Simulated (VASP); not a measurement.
Input of a VASP 6.6.1 run:

File INCAR:

```
SYSTEM = RbAs2
ALGO     = Normal         ! electronic algorithm
EDIFF    = 1E-6           ! SCF threshold, eV
EDIFFG   = -0.04          ! ionic threshold
ENCUT    = 600            ! plane-wave cutoff, eV
GGA      = PE             ! functional
IBRION   = 2              ! ionic algorithm
ISIF     = 3              ! what is computed and relaxed
ISMEAR   = 0              ! smearing method
LASPH    = .TRUE.         ! aspherical terms in the spheres
LCHARG   = .FALSE.        ! write CHGCAR
LREAL    = .FALSE.        ! projectors in reciprocal space
LWAVE    = .FALSE.        ! write WAVECAR
NELM     = 80             ! most SCF steps
NSW      = 90             ! ionic steps
PREC     = Accurate       ! precision mode
SIGMA    = 0.1            ! smearing width, eV
```

The input KPOINTS:

```
k-points
0
G
  4 4 4
  0 0 0
```

File POSCAR:

```
RbAs2
1.0
   -3.6919704861      3.6919704861      3.0732005049
    3.6919704861     -3.6919704861      3.0732005049
    3.6919704861      3.6919704861     -3.0732005049
Rb As
2 4
Direct
    0.2500000000      0.2500000000      0.0000000000
    0.7500000000      0.7500000000      0.0000000000
    0.6670000000      0.1670000000      0.8340000000
    0.1670000000      0.3330000000      0.5000000000
    0.3330000000      0.8330000000      0.1660000000
    0.8330000000      0.6670000000      0.5000000000
```

Potentials or basis: VASP PAW PBE potentials, release 64 (Rb_sv, As).

The run is started by

```console
$ cat potpaw_PBE.64/Rb_sv/POTCAR potpaw_PBE.64/As/POTCAR > POTCAR
$ mpirun -np 1 vasp_std > vasp.out
```

(1) What does it give for the relaxed volume?

(2) Estimate the band gap on the k mesh.

(3) Estimate the relaxed cell.

(4) Estimate the space group after relaxing (to 0.1 Å).

Answers

(1) 32.58 Å³/atom.

(2) zero (bands 19 and 20 overlap by 0.71 eV).

(3) a = 6.480 Å, b = 6.480 Å, c = 6.480 Å, α = 101.74°, β = 101.74°, γ = 126.39°.

(4) I4/mcm (No. 140).

Caveat: the volume moved by over 15 % at a fixed basis, so the end points are rough.
